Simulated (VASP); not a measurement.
SnTe: single point with HSE06

Crystal: SnTe.

```
Sn Te
1.0
     0.00000    3.28501    3.28501
     3.28501    0.00000    3.28501
     3.28501    3.28501    0.00000
Sn Te
1 1
Direct
  0.00000 0.00000 0.00000
  0.50000 0.50000 0.50000
```

This cell differs from its parent crystal: strain +3.0%.

| Item | Value |
| --- | --- |
| Program | VASP 6.6.1 |
| Task | single point |
| Functional | HSE06 |
| Potentials or basis | VASP PAW PBE potentials, release 64 (Sn_d, Te) |
| Cutoff | 520 eV |
| k mesh | 6 × 6 × 6 |
| Occupations | gaussian, width 0.01 eV |
| Spin | no spin polarisation |

The pressure is -3.6 GPa. The band gap on the k mesh is 0.49 eV.

Levels at points of the mesh, in eV from the valence-band top:
```tsv
k point	band 6	band 7	band 8	band 9	band 10	band 11	band 12	band 13	band 14	band 15
(0.00, 0.00, 0.00)	-13.10	-5.36	-1.97	-1.97	-1.97	3.81	3.81	3.81	5.59	5.59
(0.50, 0.00, 0.00)	-11.97	-8.46	-1.65	-1.65	0.00	0.49	0.96	0.96	8.31	9.19
(0.50, 0.50, 0.00)	-11.73	-6.85	-5.21	-3.46	-3.46	3.12	5.18	5.18	6.44	9.54
```

Run time: 29 min on 4 MPI ranks on Intel(R) Xeon(R) Platinum 8259CL CPU @ 2.50GHz (Skylake/Cascade Lake), on a shared host, peak memory 0.33 GiB a rank.

Caveat: the cell differs from its parent crystal (strain +3.0%); the cell stands under tension; the PAW data sets were made with another functional, which shifts forces and pressure a little; spin-orbit coupling is left out, which moves the levels of the heavy elements. A k mesh can miss the band edges.
